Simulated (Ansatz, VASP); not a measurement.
# CdTe in VASP and in Ansatz

INCAR

```
ALGO = Normal ; EDIFF = 1E-6
ENCUT = 520 ; GGA = PE
ISIF = 2 ; ISMEAR = -1
LASPH = T ; LCHARG = F
LREAL = F ; LWAVE = F
NBANDS = 26 ; NELM = 100
PREC = Accurate ; SIGMA = 0.05
```

File KPOINTS:

```
k-points
0
Gamma
  9 9 6
```

The input POSCAR:

```
CdTe
1.0
    3.0855915320     -3.1151036966      0.0000000000
    3.0855915320      3.1151036966      0.0000000000
    0.0000000000      0.0000000000      6.1309886192
Cd Te
2 2
Direct
    0.2770300000      0.7229700000      0.7500000000
    0.7229700000      0.2770300000      0.2500000000
    0.7661370000      0.2338630000      0.7500000000
    0.2338630000      0.7661370000      0.2500000000
```

Input for Ansatz:

```yaml
crystal:
  lattice:
    - [3.085591532, -3.1151036966, 0.0]
    - [3.085591532, 3.1151036966, 0.0]
    - [0.0, 0.0, 6.1309886192]
  atoms:
    - { symbol: Cd, position: [0.27703, 0.72297, 0.75] }
    - { symbol: Cd, position: [0.72297, 0.27703, 0.25] }
    - { symbol: Te, position: [0.766137, 0.233863, 0.75] }
    - { symbol: Te, position: [0.233863, 0.766137, 0.25] }
kpoints:
  mp_grid: { grid: [9, 9, 6] }
  band_path:
    path:
      - [0.0, 0.0, 0.0]
      - [-0.5, 0.5, 0.0]
      - [-0.4952854913, 0.5047145087, 0.0]
      - [0.4952854913, 0.4952854913, 0.0]
      - [0.0, 0.0, 0.0]
      - [0.0, 0.0, 0.5]
      - [0.4952854913, 0.4952854913, 0.5]
      - [-0.4952854913, 0.5047145087, 0.5]
      - [-0.5, 0.5, 0.5]
    npoints: 5
scf:
  occupations: { method: fermi_dirac, width: 0.05 }
hamiltonian:
  xc: pbe
  pseudopotentials: { kind: all_electron, lapw: { basis_error: 0.001 } }
output:
  forces: true
  stress: true
  eigenvalues: true
```

Change from the starting cell: volume scaled by 1.02.

Alike in both runs: task single point; functional PBE; k mesh 9 × 9 × 6; occupations fermi-dirac, width 0.05 eV; no spin polarisation.

```csv
,VASP,Ansatz
version,VASP 6.6.1,Ansatz 0.2.0
potentials or method,"VASP PAW PBE potentials, release 64 (Cd, Te), cutoff 520 eV","all-electron LAPW, scalar-relativistic"
```

|  | VASP | Ansatz | Ansatz less VASP |
| --- | --- | --- | --- |
| pressure (GPa) | -1.0 | -1.1 | -0.13 |
| traceless stress, the component that is largest in VASP (GPa) | 0.22 | 0.22 | -0.007 |
| rms of the force components (eV/Å) | 0.024 | 0.026 | +0.0015 |

Atom by atom the forces differ by 0.002 eV/Å (rms over components). Ansatz ran all-electron here, and VASP with PAW potentials.

Spin-orbit coupling is off throughout.
